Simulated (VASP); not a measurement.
A run of VASP 6.6.1 is set up as follows.

Contents of POSCAR:

```
Pt
1.0
   -1.6317466000      1.6317466000      1.6079833000
    1.6317466000     -1.6317466000      1.6079833000
    1.6317466000      1.6317466000     -1.6079833000
Pt
1
Direct
    0.0000000000      0.0000000000      0.0000000000
```

Contents of INCAR.step1:

```
SYSTEM = Pt
ALGO     = Normal         ! electronic algorithm
EDIFF    = 1E-4           ! SCF threshold, eV
ENCUT    = 520            ! plane-wave cutoff, eV
GGA      = PE             ! functional
ISMEAR   = 0              ! smearing method
LASPH    = .TRUE.         ! aspherical terms in the spheres
LCHARG   = .FALSE.        ! write CHGCAR
LREAL    = .FALSE.        ! projectors in reciprocal space
LWAVE    = .TRUE.         ! write WAVECAR
NBANDS   = 11             ! bands
NELM     = 60             ! most SCF steps
PREC     = Accurate       ! precision mode
SIGMA    = 0.15           ! smearing width, eV
```

INCAR.step2

```
SYSTEM = Pt
ALGO     = Normal         ! electronic algorithm
EDIFF    = 1E-6           ! SCF threshold, eV
ENCUT    = 520            ! plane-wave cutoff, eV
ISIF     = 2              ! what is computed and relaxed
ISMEAR   = 0              ! smearing method
ISTART   = 1            
LASPH    = .TRUE.         ! aspherical terms in the spheres
LCHARG   = .TRUE.         ! write CHGCAR
LELF     = .TRUE.         ! ELF
LMIXTAU  = .TRUE.       
LREAL    = .FALSE.        ! projectors in reciprocal space
LVHAR    = .TRUE.       
LWAVE    = .FALSE.        ! write WAVECAR
METAGGA  = R2SCAN         ! meta-GGA
NBANDS   = 11             ! bands
NELM     = 60             ! most SCF steps
PREC     = Accurate       ! precision mode
SIGMA    = 0.15           ! smearing width, eV
```

Contents of KPOINTS:

```
k-points
0
G
  22 22 22
  0 0 0
```

Potentials or basis: VASP PAW PBE potentials, release 64 (Pt).

Command:

```sh
$ cat potpaw_PBE.64/Pt/POTCAR > POTCAR
$ cp INCAR.step1 INCAR
$ mpirun -np 1 vasp_std > vasp.out
$ cp INCAR.step2 INCAR
$ mpirun -np 1 vasp_std > vasp.out
```

Q: Predict the pressure.

A: -19.6 GPa.

Q: Estimate the band gap on the k mesh.

A: Zero (band 5 reaches 9.52 eV, above the bottom of band 6 at 7.52 eV).

Stress tensor (GPa, compression positive):
```
-19.22   0.00   0.00
  0.00 -19.22   0.00
  0.00   0.00 -20.28
```

Caveat: the cell differs from its parent crystal (strain +0.030 along x and y, +0.015 along z); the PAW data sets were made with another functional, which shifts forces and pressure a little; spin-orbit coupling is left out, which moves the levels of the heavy elements.
